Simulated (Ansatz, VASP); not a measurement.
Two plane-wave programs on BaTiO3

```
CELL_PARAMETERS angstrom
4.03253 0.00000 0.00000
0.00000 4.03253 0.00000
0.00000 0.00000 4.03253
ATOMIC_POSITIONS crystal
Ba 0.50000 0.50000 0.50000
Ti 0.00000 0.00000 0.00000
O 0.00000 0.00000 0.50000
O 0.00000 0.50000 0.00000
O 0.50000 0.00000 0.00000
```

Alike in both runs: task single point; functional PBEsol; k mesh 7 × 7 × 7; occupations fermi-dirac, width 0.05 eV; no spin polarisation.

|  | VASP | Ansatz |
| --- | --- | --- |
| version | VASP 6.6.1 | Ansatz 0.2.0 |
| potentials or method | VASP PAW PBE potentials, release 64 (Ba_sv, Ti_sv, O_h) | Ansatz PAW |
| plane-wave cutoff (eV) | 910 | 420 |
| valence electrons in the cell | 40 | 40 |

|  | VASP | Ansatz | Ansatz less VASP |
| --- | --- | --- | --- |
| gap on the k mesh at the Fermi level (eV) | 1.72 | 1.78 | +0.060 |
| least direct gap on the mesh (eV) | 1.82 | 1.85 | +0.025 |

VASP's potentials were made for PBE, not for PBEsol. The functional is the same, so the differences come from potentials, cutoffs and numerics.

Neither program's run includes spin-orbit coupling. Noted on VASP's run: the cutoff is short for stress, so the pressure is rough. Noted on Ansatz's run: odd divisions of the mesh miss points on the zone boundary, where band edges often lie, so the gap on the mesh can be too wide.
